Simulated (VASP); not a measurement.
Here is a VASP 6.6.1 calculation.

INCAR

```
ALGO = Normal
DIPOL = 0.5 0.5 0.500
EDIFF = 1E-7
ENCUT = 520
GGA = PE
IDIPOL = 3
ISIF = 2
ISMEAR = 0
IVDW = 12
LASPH = True
LCHARG = False
LDIPOL = True
LREAL = False
LWAVE = False
NBANDS = 35
NELM = 80
PREC = Accurate
SIGMA = 0.1
```

The input KPOINTS:

```
k-points
0
Gamma
  18 18 1
```

File POSCAR:

```
MoS2
1.0
    3.1356825285      0.0000000000      0.0000000000
   -1.5678412643      2.7155807279      0.0000000000
    0.0000000000      0.0000000000     45.4667540098
S Mo
4 2
Direct
    0.0000000000      0.0000000000      0.3921996536
    0.3333333333      0.6666666667      0.4628380388
    0.3333333333      0.6666666667      0.5371619611
    0.6666666667      0.3333333333      0.6078003460
    0.6666666667      0.3333333333      0.4275968022
    0.0000000000      0.0000000000      0.5724031983
```

Potentials or basis: VASP PAW PBE potentials, release 64 (S, Mo_sv).

Launch:

```sh
$ cat potpaw_PBE.64/S/POTCAR potpaw_PBE.64/Mo_sv/POTCAR > POTCAR
$ mpirun -np 1 vasp_std > vasp.out
```

Problem. Predict the dispersion energy per atom.

Solution. -0.361 eV.

Problem. What does it give for the largest force?

Solution. 0.010 eV/Å.

Forces in eV/Å, atoms in the order of the input:
```
S    0.000  0.000  0.010
S    0.000  0.000 -0.010
S    0.000  0.000  0.010
S    0.000  0.000 -0.010
Mo   0.000  0.000 -0.001
Mo   0.000  0.000  0.001
```
